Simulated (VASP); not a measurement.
A run of VASP 6.6.1 is set up as follows.

INCAR

```
PREC = Accurate
ENCUT = 520
EDIFF = 1E-6
ISMEAR = 0
SIGMA = 0.011
LREAL = False
LASPH = True
NELM = 100
ALGO = Normal
ISIF = 2
LWAVE = False
LCHARG = False
GGA = PE
NBANDS = 11
```

Contents of KPOINTS:

```
regular mesh
0
Gamma
  10 10 10
```

Contents of POSCAR:

```
AlN
1.0
    0.0000000000      2.1839935596      2.1839935596
    2.1839935596      0.0000000000      2.1839935596
    2.1839935596      2.1839935596      0.0000000000
Al N
1 1
Direct
    0.0000000000      0.0000000000      0.0000000000
    0.2500000000      0.2500000000      0.2500000000
```

Potentials or basis: VASP PAW PBE potentials, release 64 (Al, N).

Launch:

```bash
$ cat potpaw_PBE.64/Al/POTCAR potpaw_PBE.64/N/POTCAR > POTCAR
$ mpirun -np 1 vasp_std > vasp.out
```

Estimate the pressure.

4.6 GPa.

Predict the band gap on the k mesh.

3.32 eV, indirect (least direct gap 4.20 eV).

A k mesh can miss the band edges.
